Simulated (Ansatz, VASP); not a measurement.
## Two plane-wave programs on Ba3SiS

File INCAR:

```
SYSTEM = Ba3SiS
ALGO = Normal
EDIFF = 1E-7
EDIFFG = -0.04
ENCUT = 600
GGA = PE
IBRION = 2
ISIF = 3
ISMEAR = 0
LASPH = .True.
LCHARG = .False.
LREAL = .False.
LWAVE = .False.
NELM = 60
NSW = 90
PREC = Accurate
SIGMA = 0.1
```

Contents of KPOINTS:

```
k-points
0
Gamma
  4 4 4
  0 0 0
```

Contents of POSCAR:

```
Ba3SiS
1.0
    5.5065866900      0.0000000000      0.0000000000
    0.0000000000      5.5065866900      0.0000000000
    0.0000000000      0.0000000000      5.5065866900
Ba Si S
3 1 1
Direct
    0.5000000000      0.0000000000      0.5000000000
    0.0000000000      0.5000000000      0.5000000000
    0.5000000000      0.5000000000      0.0000000000
    0.5000000000      0.5000000000      0.5000000000
    0.0000000000      0.0000000000      0.0000000000
```

Input for Ansatz:

```yaml
crystal:
  lattice:
    - [5.50658669, 0.0, 0.0]
    - [0.0, 5.50658669, 0.0]
    - [0.0, 0.0, 5.50658669]
  atoms:
    - { symbol: Ba, position: [0.5, 0.0, 0.5] }
    - { symbol: Ba, position: [0.0, 0.5, 0.5] }
    - { symbol: Ba, position: [0.5, 0.5, 0.0] }
    - { symbol: Si, position: [0.5, 0.5, 0.5] }
    - { symbol: S, position: [0.0, 0.0, 0.0] }
basis:
  ecutwfc: 420
kpoints:
  mp_grid: { grid: [4, 4, 4] }
hamiltonian:
  xc: pbe
scf:
  occupations: { method: gaussian, width: 0.1 }
  lower_state_search: "off"
output:
  forces: true
  stress: true
  eigenvalues: true
relax:
  adjacent_minimum: "off"
  f_tol: 0.04
  max_steps: 70
  cell: { stress_tol: 0.4 }
```

Change from the starting cell: species swapped into the Ba3PbO type (Pm-3m, No. 221).

Alike in both runs: task relaxation of cell and atoms; functional PBE; k mesh 4 × 4 × 4; occupations gaussian, width 0.1 eV; no spin polarisation.

|  | VASP | Ansatz |
| --- | --- | --- |
| version | VASP 6.6.1 | Ansatz 0.2.0 |
| potentials or method | VASP PAW PBE potentials, release 64 (Ba_sv, Si, S), cutoff 600 eV | scalar-relativistic, plane waves, PAW |
| valence electrons in the cell | 40 | 40 |

```tsv
	VASP	Ansatz	Ansatz less VASP
gap on the k mesh at the Fermi level, each at its own relaxed structure (eV)	none	none	-
relaxed volume (Å³/atom)	48.34	47.26	-1.086
relaxed cell length with the largest relative difference (Å)	6.229	6.182	-0.0470
```

A gap of «none» marks a metal or a gap that the smearing closes.

Neither program's run includes spin-orbit coupling. Noted on VASP's run: the volume moved by over 15 % at a fixed basis, so the end points are rough.
